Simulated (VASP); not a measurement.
Wanted: the native input for a VASP 6.6.1 run.

```
Task                   : single point
Functional             : PBE
Potentials or basis    : VASP PAW PBE potentials, release 64 (Na_pv, I)
Cutoff                 : 500 eV
k mesh                 : 6 × 6 × 6
Occupations            : gaussian, width 0.01 eV
Spin                   : no spin polarisation
Dipole correction      : no
Further INCAR settings : ALGO = Normal; EDIFF = 1e-06; NBANDS = 46
```

The structure of Na3I2 lies in POSCAR:

```
Na3I2
1.0
    4.0172393605      2.3193542262      7.7694273877
   -4.0172393605      2.3193542262      7.7694273877
    0.0000000000     -4.6387084524      7.7694273877
Na I
6 4
Direct
    0.5643849060      0.9356150940      0.2500000000
    0.2500000000      0.5643849060      0.9356150940
    0.9356150940      0.2500000000      0.5643849060
    0.4356150940      0.0643849060      0.7500000000
    0.7500000000      0.4356150940      0.0643849060
    0.0643849060      0.7500000000      0.4356150940
    0.3441582998      0.3441582998      0.3441582998
    0.1558417002      0.1558417002      0.1558417002
    0.6558417002      0.6558417002      0.6558417002
    0.8441582998      0.8441582998      0.8441582998
```

One way to write it, as run:

INCAR

```
PREC = Accurate
ENCUT = 500
EDIFF = 1E-6
ISMEAR = 0
SIGMA = 0.01
LREAL = F
LASPH = T
NELM = 120
ALGO = Normal
ISIF = 2
LWAVE = F
LCHARG = F
GGA = PE
NBANDS = 46
GGA_COMPAT = F
```

KPOINTS

```
regular mesh
0
Gamma
  6 6 6
```

Potentials or basis: VASP PAW PBE potentials, release 64 (Na_pv, I).

Run with:

```sh
$ cat potpaw_PBE.64/Na_pv/POTCAR potpaw_PBE.64/I/POTCAR > POTCAR
$ mpirun -np 1 vasp_std > vasp.out
```

Results of the run:

| Property | Result |
| --- | --- |
| Pressure | 0.0 GPa |
| Band gap on the k mesh | zero (bands 35 and 36 overlap by 0.53 eV) |

Caveat: spin-orbit coupling is left out, which moves the levels of the heavy elements.

Wall time 23 min on 1 thread of Oxide Virtual Turin-like Processor, with other jobs on the host, peak memory 0.87 GiB.
